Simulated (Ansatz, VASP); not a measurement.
## One calculation of Co, two programs

File INCAR:

```
SYSTEM = Co
  ALGO = Normal
  EDIFF = 1E-6
  ENCUT = 520
  GGA = PE
  ISIF = 2
  ISMEAR = 0
  ISPIN = 2
  LASPH = .True.
  LCHARG = .False.
  LMAXMIX = 4
  LORBIT = 11
  LREAL = .False.
  LWAVE = .False.
  MAGMOM = 1.88
  NBANDS = 14
  NELM = 150
  PREC = Accurate
  SIGMA = 0.05
```

KPOINTS

```
k-points
0
Gamma
  20 20 20
  0 0 0
```

Contents of POSCAR:

```
Co
1.0
    0.0000000000      1.7600388120      1.7600388120
    1.7600388120      0.0000000000      1.7600388120
    1.7600388120      1.7600388120      0.0000000000
Co
1
Direct
    0.0000000000      0.0000000000      0.0000000000
```

Input for Ansatz:

```yaml
crystal:
  lattice:
    - [0.0, 1.760038812, 1.760038812]
    - [1.760038812, 0.0, 1.760038812]
    - [1.760038812, 1.760038812, 0.0]
  atoms:
    - { symbol: Co, position: [0.0, 0.0, 0.0], spin: 1.88 }
basis:
  ecutwfc: 420
  ecutrho_ratio: 4
kpoints:
  mp_grid: { grid: [20, 20, 20] }
  band_path:
    path:
      - [[0.0, 0.0, 0.0], [0.5, 0.0, 0.5], [0.625, 0.25, 0.625]]
      - [[0.375, 0.375, 0.75], [0.0, 0.0, 0.0], [0.5, 0.5, 0.5], [0.5, 0.25, 0.75], [0.5, 0.0, 0.5]]
    npoints: 14
hamiltonian:
  xc: pbe
scf:
  occupations: { method: gaussian, width: 0.05 }
  lower_state_search: "off"
  n_extra_bands: 11
output:
  forces: true
  stress: true
  eigenvalues: true
  populations: true
  dos: { projected: true, de: 0.02, nscf_kmesh: { grid: [30, 30, 30] } }
  bader: true
magnetization:
  spin_polarized: true
checkpoint:
  read: start.run
  write: ck
  compress: false
  write_wavefunctions: false
  write_every: 100000
```

Alike in both runs: task single point; functional PBE; k mesh 20 × 20 × 20; occupations gaussian, width 0.05 eV; collinear spin.

|  | VASP | Ansatz |
| --- | --- | --- |
| version | VASP 6.6.1 | Ansatz 0.2.0 |
| potentials or method | VASP PAW PBE potentials, release 64 (Co), cutoff 520 eV | scalar-relativistic, plane waves, PAW |
| valence electrons in the cell | 9 | 17 |

Ansatz gave:

| Item | Value |
| --- | --- |
| gap on the k mesh at the Fermi level (eV) | none |
| pressure (GPa) | 0.0 |
| net moment per atom (μB) | 1.64 |
| size of the moment on the site where the two differ most (μB) | 1.71 |

**Question.** Which values does VASP return?

**Answer.** gap on the k mesh at the Fermi level (eV): none; pressure (GPa): -0.7; net moment per atom (μB): 1.64; size of the moment on the site where the two differ most (μB): 1.65.

Site moments also hang on the region over which each program counts them. A gap of «none» marks a metal or a gap that the smearing closes. VASP's potentials hold 9 valence electrons a cell and Ansatz's 17, so a difference there can come from the potentials and not from the codes.
